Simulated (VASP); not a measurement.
Crystal: F.

```
F
1.0
     3.54012   -2.09190    0.00000
     3.54012    2.09190    0.00000
     0.00000    0.00000    6.37573
F
4
Direct
  0.91254 0.08746 0.09601
  0.58746 0.41254 0.59601
  0.41254 0.58746 0.40399
  0.08746 0.91254 0.90399
```

* Program: VASP 6.6.1
* Task: relaxation of cell and atoms
* Functional: PBE
* Dispersion: D3(BJ)
* Potentials or basis: VASP PAW PBE potentials, release 64 (F)
* Cutoff: 600 eV
* k mesh: 6 × 6 × 4
* Occupations: fermi-dirac, width 0.02 eV
* Spin: no spin polarisation

At the start: pressure -0.5 GPa; volume 23.61 Å³/atom.

Question: Where does the relaxation end?

Answer: Over 61 steps the energy falls by 26.1 meV/atom and the volume is 16.15 Å³/atom (-31.6 %); space group Cmce (No. 64, to 0.1 Å) before and after.

Step by step:
```csv
step,energy change (eV),largest force (eV/Å),pressure (GPa),volume (Å³)
1,0.0000,0.0305,-0.47,94.43
3,-0.0122,0.1796,-0.24,90.66
5,-0.0373,0.9879,1.79,74.89
7,-0.0379,0.9824,1.80,74.71
9,-0.0407,0.9584,1.82,73.87
11,-0.0486,0.8731,1.98,70.60
13,-0.0504,0.8108,2.24,67.59
15,-0.0664,0.4159,1.22,68.38
17,-0.0735,0.0864,0.02,69.41
19,-0.0737,0.0751,0.05,69.38
21,-0.0756,0.0690,0.05,69.41
23,-0.0821,0.0462,-0.01,69.54
25,-0.0953,0.1361,0.02,69.97
27,-0.0962,0.0310,-0.37,70.01
29,-0.0987,0.0779,-0.45,69.08
31,-0.1003,0.2775,-0.74,64.90
33,-0.1023,0.1587,-0.54,66.56
35,-0.1030,0.1225,0.20,65.33
37,-0.1034,0.0188,-0.09,65.80
39,-0.1035,0.0180,-0.09,65.75
41,-0.1037,0.0147,-0.09,65.54
43,-0.1042,0.0195,-0.06,64.69
45,-0.1042,0.0278,-0.04,64.26
47,-0.1043,0.0091,0.03,64.20
49,-0.1043,0.0078,0.03,64.21
51,-0.1045,0.0108,0.00,64.27
53,-0.1045,0.0170,-0.01,64.31
55,-0.1045,0.0011,0.03,64.31
57,-0.1045,0.0003,0.02,64.36
59,-0.1046,0.0044,0.01,64.57
61,-0.1046,0.0027,-0.01,64.58
```

Final structure:
```
F
1.0
     2.79723   -1.82156    0.00000
     2.79723    1.82156    0.00000
     0.00000    0.00000    6.33740
F
4
Direct
  0.89763 0.10237 0.09612
  0.60237 0.39763 0.59611
  0.39763 0.60237 0.40388
  0.10237 0.89763 0.90389
```

Caveat: the volume moved by over 15 % at a fixed basis, so the end points are rough.
